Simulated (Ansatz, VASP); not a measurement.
**One calculation of LiBr, two programs**

INCAR

```
PREC = Accurate
ENCUT = 750
EDIFF = 1E-7
ISMEAR = 0
SIGMA = 0.02
LREAL = F
LASPH = T
NELM = 120
ALGO = Normal
ISIF = 3
LWAVE = F
LCHARG = F
GGA = PE
IBRION = 2
NSW = 100
EDIFFG = -0.005
GGA_COMPAT = F
NELMIN = 4
```

File KPOINTS:

```
regular mesh
0
Gamma
  8 8 8
```

Contents of POSCAR:

```
LiBr
1.0
    0.0000000000      2.7226905798      2.7226905798
    2.7226905798      0.0000000000      2.7226905798
    2.7226905798      2.7226905798      0.0000000000
Li Br
1 1
Direct
    0.0000000000      0.0000000000      0.0000000000
    0.5000000000      0.5000000000      0.5000000000
```

Input for Ansatz:

```yaml
crystal:
  lattice:
    - [0.0, 2.7226905798, 2.7226905798]
    - [2.7226905798, 0.0, 2.7226905798]
    - [2.7226905798, 2.7226905798, 0.0]
  atoms:
    - { symbol: Li, position: [0.0, 0.0, 0.0] }
    - { symbol: Br, position: [0.5, 0.5, 0.5] }
basis:
  ecutwfc: 420
kpoints:
  mp_grid: { grid: [8, 8, 8] }
hamiltonian:
  xc: pbe
scf:
  occupations: { method: gaussian, width: 0.02 }
output:
  forces: true
  stress: true
  eigenvalues: true
relax:
  adjacent_minimum: "off"
  f_tol: 0.005
  max_steps: 80
  cell: { stress_tol: 0.05 }
```

Alike in both runs: task relaxation of cell and atoms; functional PBE; k mesh 8 × 8 × 8; occupations gaussian, width 0.02 eV; no spin polarisation.

```csv
,VASP,Ansatz
version,VASP 6.6.1,Ansatz 0.2.0
potentials or method,"VASP PAW PBE potentials, release 64 (Li_sv, Br), cutoff 750 eV","scalar-relativistic, plane waves, PAW"
valence electrons in the cell,10,10
```

VASP gave:

```
gap on the k mesh at the Fermi level, each at its own relaxed structure (eV) : 4.93
relaxed volume (Å³/atom)                                                     : 20.87
relaxed cell length with the largest relative difference (Å)                 : 3.894
```

Question: Which values does Ansatz return?

Answer: gap on the k mesh at the Fermi level, each at its own relaxed structure (eV): 4.92; relaxed volume (Å³/atom): 20.90; relaxed cell length with the largest relative difference (Å): 3.895.
